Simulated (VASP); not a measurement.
# Ge (Fddd) in VASP: further runs

Ge is run at these levels: PBEsol; tasks: single point.

Everything below comes from runs of VASP 6.6.1. Logs are shortened: lines on timing, memory, paths and dates and some standing lists are left out, and cuts for length are marked.

### Step 1. The cell of the first run

It takes space group Fddd (No. 70, orthorhombic). The conventional cell has a = 5.601 Å, b = 5.658 Å, c = 5.714 Å, α = 90.00°, β = 90.00°, γ = 90.00°. Within 3.2 Å of Ge (site symmetry 222) lie 4 Ge at 2.45 Å.

### Step 2. Single point, PBEsol (strain -0.0100 x Voigt [1, -1, 0, 0, 0, 0])

INCAR

```
PREC = Accurate ; ENCUT = 520
EDIFF = 1E-6 ; ISMEAR = 0
SIGMA = 0.15 ; LREAL = False
LASPH = True ; NELM = 60
ALGO = Normal ; ISIF = 2
LWAVE = False ; LCHARG = True
GGA = PS ; LELF = True
LVHAR = True ; NBANDS = 21
```

KPOINTS

```
regular mesh
0
Gamma
  14 14 14
```

POSCAR

```
Ge
1.0
    0.0000000000      2.8570577000      2.8287700000
    2.8004823000      0.0000000000      2.8287700000
    2.8004823000      2.8570577000      0.0000000000
Ge
2
Direct
    0.5000000000      0.5000000000      0.5000000000
    0.7500000000      0.7500000000      0.7500000000
```

Potentials or basis: VASP PAW PBE potentials, release 64 (Ge_d).

On the command line:

```console
> cat potpaw_PBE.64/Ge_d/POTCAR > POTCAR
> mpirun -np 1 vasp_std > vasp.out
```

OUTCAR:

```text
PREC = Accurate
   ENCUT = 520
   EDIFF = 1E-6
   ISMEAR = 0
   LREAL = False
   LASPH = True
   NELM = 60
   ISIF = 2
   GGA = PS

 ion  position               nearest neighbor table
   1  0.500  0.500  0.500-   2 2.45   2 2.45   2 2.45   2 2.45
   2  0.750  0.750  0.750-   1 2.45   1 2.45   1 2.45   1 2.45

  LATTYP: Found a face centered orthorhombic cell.
 ALAT       =     5.6009646000
 B/A-ratio  =     1.0101010101
 C/A-ratio  =     1.0202020202

  Lattice vectors:

 A1 = (   0.0000000000,   2.8570577000,  -2.8287700000)
 A2 = (   2.8004823000,   2.8570577000,   0.0000000000)
 A3 = (   2.8004823000,   0.0000000000,  -2.8287700000)

Analysis of symmetry for initial positions (statically):
=====================================================================
 Subroutine PRICEL returns:
 Original cell was already a primitive cell.

 Routine SETGRP: Setting up the symmetry group for a
 face centered orthorhombic supercell.

 Subroutine GETGRP returns: Found  8 space group operations
 (whereof  4 operations were pure point group operations)
 out of a pool of  8 trial point group operations.

The static configuration has the point symmetry D_2 .
 The point group associated with its full space group is D_2h.

Analysis of symmetry for dynamics (positions and initial velocities):
=====================================================================
 Subroutine PRICEL returns:
 Original cell was already a primitive cell.

 Routine SETGRP: Setting up the symmetry group for a
 face centered orthorhombic supercell.

 Subroutine GETGRP returns: Found  8 space group operations
 (whereof  4 operations were pure point group operations)
 out of a pool of  8 trial point group operations.

The dynamic configuration has the point symmetry D_2 .
 The point group associated with its full space group is D_2h.

 Subroutine INISYM returns: Found  8 space group operations
 (whereof  4 operations are pure point group operations),
 and found     1 'primitive' translations

----------------------------------------------------------------------------------------

                                     Primitive cell

  volume of cell :      45.2668

  direct lattice vectors                    reciprocal lattice vectors
     0.000000000  2.857057700  2.828770000    -0.178540675  0.175005216  0.176755268
     2.800482300  0.000000000  2.828770000     0.178540675 -0.175005216  0.176755268
     2.800482300  2.857057700  0.000000000     0.178540675  0.175005216 -0.176755268

  length of vectors
     4.020537080  3.980532731  4.000684918     0.306179723  0.306179723  0.306179723

  position of ions in fractional coordinates (direct lattice)
     0.500000000  0.500000000  0.500000000
     0.750000000  0.750000000  0.750000000

  ion indices of the primitive-cell ions
   primitive index   ion index
                 1           1
                 2           2

----------------------------------------------------------------------------------------

 KPOINTS: regular mesh

Automatic generation of k-mesh.
 Grid dimensions read from file:
 generate k-points for:   14   14   14

 Generating k-lattice:

  Cartesian coordinates                     Fractional coordinates (reciprocal lattice)
    -0.012752905  0.012500373  0.012625376     0.071428571  0.000000000  0.000000000
     0.012752905 -0.012500373  0.012625376     0.000000000  0.071428571  0.000000000
     0.012752905  0.012500373 -0.012625376     0.000000000  0.000000000  0.071428571

  Length of vectors
     0.021869980  0.021869980  0.021869980

  Shift w.r.t. Gamma in fractional coordinates (k-lattice)
     0.000000000  0.000000000  0.000000000

 Subroutine IBZKPT returns following result:
 ===========================================

 Found    428 irreducible k-points:

 Following reciprocal coordinates:
            Coordinates               Weight
  0.000000  0.000000  0.000000      1.000000
  0.071429 -0.000000  0.000000      8.000000
  0.142857 -0.000000  0.000000      8.000000
  0.214286  0.000000 -0.000000      8.000000
  0.285714 -0.000000  0.000000      8.000000
  0.357143  0.000000  0.000000      8.000000
[... 16 lines left out ...]
  0.214286  0.142857 -0.000000      8.000000
  0.285714  0.142857 -0.000000      8.000000
 [... further k-points ...]
   k-points           NKPTS =    428   k-points in BZ     NKDIM =    428   number of bands    NBANDS=     21
   number of dos      NEDOS =    301   number of ions     NIONS =      2
   total plane-waves  NPLWV =  27000
   dimension x,y,z NGX =    30 NGY =   30 NGZ =   30
   dimension x,y,z NGXF=    60 NGYF=   60 NGZF=   60
   ions per type =               2
   NGX,Y,Z   is equivalent  to a cutoff of  12.40, 12.53, 12.47 a.u.
   NGXF,Y,Z  is equivalent  to a cutoff of  24.81, 25.06, 24.93 a.u.
 SYSTEM =  unknown system
   PREC   = accura    normal or accurate (medium, high low for compatibility)
   ISTART =      0    job   : 0-new  1-cont  2-samecut
   ICHARG =      2    charge: 1-file 2-atom 10-const
   ISPIN  =      1    spin polarized calculation?
   LNONCOLLINEAR =      F non collinear calculations
   LSORBIT =      F    spin-orbit coupling
   LASPH  =      T    aspherical Exc in radial PAW
   ENCUT  =  520.0 eV  38.22 Ry    6.18 a.u.   7.48  7.40  7.44*2*pi/ulx,y,z
   NELM   =     60;   NELMIN=  2; NELMDL= -5     # of ELM steps
   EDIFF  = 0.1E-05   stopping-criterion for ELM
   LREAL  =      F    real-space projection
   EDIFFG = 0.1E-04   stopping-criterion for IOM
   NSW    =      0    number of steps for IOM
   IBRION =     -1    ionic relax: 0-MD 1-quasi-New 2-CG
   NFREE  =      0    steps in history (QN), initial steepest desc. (CG)
   ISIF   =      2    stress and relaxation
   ISYM   =      2    0-nonsym 1-usesym 2-fastsym
   POTIM  = 0.5000    time-step for ionic-motion
   TEBEG  =    0.0;   TEEND  =   0.0 temperature during run
   PSTRESS=    0.0 pullay stress
   NELECT =      28.0000    total number of electrons
   NUPDOWN=      -1.0000    fix difference up-down
   EMIN   =  10.00;   EMAX   =-10.00  energy-range for DOS
   EFERMI =   0.00;   METHOD = LEGACY
   ISMEAR =     0;   SIGMA  =   0.15  broadening in eV -4-tet -1-fermi 0-gaus
   EFERMI_NEDOS =   21; number of points for ismear=-14 and -15
   IALGO  =     38    algorithm
   IMIX   =      4    mixing-type and parameters
     AMIX     =   0.40;   BMIX     =  1.00
     AMIX_MAG =   1.60;   BMIX_MAG =  1.00
  volume/ion in A,a.u.               =      22.63       152.74
  Fermi-wavevector in a.u.,A,eV,Ry     =   1.394872  2.635926 26.472418  1.945668
  Thomas-Fermi vector in A             =   2.518379
   LORBIT       =      0    0 simple, 1 ext, 2 COOP (PROOUT), +10 PAW based schemes
   GGA     = PS    functional components
   LHFCALC =     F    Hartree Fock is set to
   AEXX    =    0.0000 exact exchange contribution
   IVDW    =     0    specifies the selected vdW correction
   LEPSILON=     F    determine dielectric tensor
   LRPA    =     F    only Hartree local field effects (RPA)
 non-spin polarized calculation
 Gauss-broadening in eV      SIGMA  =   0.15
  energy-cutoff  :      520.00
  volume of cell :       45.27
 maximum number of plane-waves:      1243
 NGX is ok and might be reduce to    30
   NGX = 15   NGY = 15   NGZ = 15

 number of electron      28.0000024 magnetization

 Free energy of the ion-electron system (eV)
  ---------------------------------------------------
  ext. energy  EPLUGINS =         0.00000000
  ---------------------------------------------------
  free energy    TOTEN  =        -9.87191064 eV

  energy without entropy =       -9.87128595  energy(sigma->0) =       -9.87159829

 E-fermi :   4.9112     XC(G=0): -10.1305

 val. band max:        4.8648877349   @ k =   0.0000   0.0000   0.0000
 cond. band min:       4.9401454452   @ k =   0.0000   0.0000   0.0000
 fundamental gap:      0.0752577103
 Fermi energy:         4.9111817064

 k-point     1 :       0.0000    0.0000    0.0000
  band No.  band energies     occupation
      1     -19.9012      2.00000
      2     -19.8987      2.00000
      3     -19.8963      2.00000
      4     -19.8629      2.00000
      5     -19.8613      2.00000
      6     -19.6542      2.00000
[... 13 lines left out ...]
     20      14.1654      0.00000
     21      14.5146      0.00000

 k-point     2 :       0.0714   -0.0000    0.0000
  band No.  band energies     occupation
      1     -19.9037      2.00000
      2     -19.9010      2.00000
      3     -19.8972      2.00000
      4     -19.8583      2.00000
      5     -19.8569      2.00000
      6     -19.6577      2.00000
[... 13 lines left out ...]
     20      13.6986      0.00000
     21      13.9886      0.00000

 k-point     3 :       0.1429   -0.0000    0.0000
  band No.  band energies     occupation
      1     -19.9100      2.00000
      2     -19.9071      2.00000
      3     -19.8954      2.00000
      4     -19.8485      2.00000
      5     -19.8475      2.00000
      6     -19.6653      2.00000
[... 13 lines left out ...]
     20      13.1737      0.00000
     21      13.3935      0.00000

 k-point     4 :       0.2143    0.0000   -0.0000
  band No.  band energies     occupation
      1     -19.9162      2.00000
      2     -19.9129      2.00000
      3     -19.8920      2.00000
      4     -19.8381      2.00000
      5     -19.8375      2.00000
      6     -19.6735      2.00000
[... 13 lines left out ...]
     20      13.0237      0.00000
     21      13.1555      0.00000

 k-point     5 :       0.2857   -0.0000    0.0000
  band No.  band energies     occupation
      1     -19.9209      2.00000
      2     -19.9170      2.00000
      3     -19.8881      2.00000
      4     -19.8295      2.00000
      5     -19.8292      2.00000
      6     -19.6801      2.00000
[... 13 lines left out ...]
     20      13.3374      0.00000
     21      13.3728      0.00000
[... 382 lines left out ...]
     20      13.0628      0.00000
     21      13.7247      0.00000

 k-point    22 :       0.1429    0.1429    0.0000
  band No.  band energies     occupation
      1     -19.9083      2.00000
      2     -19.9071      2.00000
      3     -19.9037      2.00000
      4     -19.8504      2.00000
      5     -19.8324      2.00000
      6     -19.6917      2.00000
[... 13 lines left out ...]
     20      12.6521      0.00000
     21      14.6646      0.00000

 k-point    23 :       0.2143    0.1429   -0.0000
  band No.  band energies     occupation
      1     -19.9160      2.00000
      2     -19.9098      2.00000
      3     -19.9010      2.00000
      4     -19.8428      2.00000
      5     -19.8204      2.00000
      6     -19.7049      2.00000
[... 13 lines left out ...]
     20      13.4327      0.00000
     21      14.5738      0.00000

 k-point    24 :       0.2857    0.1429   -0.0000
  band No.  band energies     occupation
      1     -19.9241      2.00000
      2     -19.9148      2.00000
      3     -19.8930      2.00000
      4     -19.8334      2.00000
      5     -19.8096      2.00000
      6     -19.7149      2.00000
[... 13 lines left out ...]
     20      14.0429      0.00000
     21      14.6338      0.00000

 [... further k-points ...]

------------------------ aborting loop because EDIFF is reached ----------------------------------------

  FORCE on cell =-STRESS in cart. coord.  units (eV):
  Direction    XX          YY          ZZ          XY          YZ          ZX
  --------------------------------------------------------------------------------------
  -------------------------------------------------------------------------------------
  Total        0.2691004     -0.1317604      0.0779409      0.0000000      0.0000000      0.0000000
  in kB        9.5245732     -4.6635446      2.7586498      0.0000000      0.0000000      0.0000000
  external PRESSURE =       2.5398928 kB  Pullay stress =       0.0000000 kB

 VOLUME and BASIS-vectors are now :
 -----------------------------------------------------------------------------
  energy-cutoff  :      520.00
  volume of cell :       45.27
      direct lattice vectors                 reciprocal lattice vectors
     0.000000000  2.857057700  2.828770000    -0.178540675  0.175005216  0.176755268
     2.800482300  0.000000000  2.828770000     0.178540675 -0.175005216  0.176755268
     2.800482300  2.857057700  0.000000000     0.178540675  0.175005216 -0.176755268

 POSITION                                       TOTAL-FORCE (eV/Angst)
 -----------------------------------------------------------------------------------
      2.80048      2.85706      2.82877         0.000000      0.000000      0.000000
      4.20072      4.28559      4.24315        -0.000000     -0.000000     -0.000000
 -----------------------------------------------------------------------------------
    total drift:                                0.000000     -0.000000     -0.000000

  FREE ENERGIE OF THE ION-ELECTRON SYSTEM (eV)
  ---------------------------------------------------
  free  energy   TOTEN  =        -9.8719106448 eV

  energy  without entropy=       -9.8712859451  energy(sigma->0) =       -9.87159829
```

Wall time 2.9 min (1 thread of AMD EPYC 9R45 (Zen 5), shared host); peak memory 0.38 GiB.

Results:

```yaml
Free_energy: -9.8719 eV
Pressure: 0.3 GPa
Band_gap_on_the_k_mesh: 0.08 eV
```

Caveat: the cell differs from its parent crystal (strain -0.0100 x Voigt [1, -1, 0, 0, 0, 0]); the PAW data sets were made with another functional, which shifts forces and pressure a little.

### Step 3. Single point, PBEsol (strain +0.0125 x Voigt [1, -1, 0, 0, 0, 0])

INCAR

```
PREC     = Accurate       # precision mode
ENCUT    = 520            # plane-wave cutoff, eV
EDIFF    = 1E-6           # SCF threshold, eV
ISMEAR   = 0              # smearing method
SIGMA    = 0.15           # smearing width, eV
LREAL    = False          # projectors in reciprocal space
LASPH    = True           # aspherical terms in the spheres
NELM     = 60             # most SCF steps
ALGO     = Normal         # electronic algorithm
ISIF     = 2              # what is computed and relaxed
LWAVE    = False          # write WAVECAR
LCHARG   = False          # write CHGCAR
GGA      = PS             # functional
NBANDS   = 21             # bands
```

KPOINTS

```
Automatic mesh
0
Gamma
  14 14 14
```

POSCAR

```
Ge
1.0
    0.0000000000      2.7934103750      2.8287700000
    2.8641296250      0.0000000000      2.8287700000
    2.8641296250      2.7934103750      0.0000000000
Ge
2
Direct
    0.5000000000      0.5000000000      0.5000000000
    0.7500000000      0.7500000000      0.7500000000
```

Potentials or basis: VASP PAW PBE potentials, release 64 (Ge_d).

On the command line:

```console
> cat potpaw_PBE.64/Ge_d/POTCAR > POTCAR
> mpirun -np 1 vasp_std > vasp.out
```

Run time: 2.7 min. Hardware: 1 thread of AMD EPYC 9R45 (Zen 5), shared host; peak memory 0.38 GiB.

Results (log left out):

```
Free energy            : -9.8708 eV
Pressure               : 0.3 GPa
Band gap on the k mesh : 0.09 eV
```

Stress tensor (GPa, compression positive):
```
-0.64  0.00  0.00
 0.00  1.13  0.00
 0.00  0.00  0.29
```

Levels at points of the mesh, in eV from the valence-band top:
```csv
k point,band 12,band 13,band 14,band 15,band 16,band 17
"(0.00, 0.00, 0.00)",-0.10,-0.01,0.00,0.09,2.47,2.53
"(0.50, 0.00, 0.00)",-7.63,-1.51,-1.31,0.11,3.65,3.78
"(0.50, 0.50, 0.00)",-8.90,-3.09,-3.09,0.66,0.66,9.45
"(0.50, 0.00, 0.50)",-8.84,-3.18,-3.18,0.57,0.57,9.49
"(0.00, 0.50, 0.50)",-8.97,-3.00,-3.00,0.76,0.76,9.47
```

Caveat: the cell differs from its parent crystal (strain +0.0125 x Voigt [1, -1, 0, 0, 0, 0]); the PAW data sets were made with another functional, which shifts forces and pressure a little. A k mesh can miss the band edges.
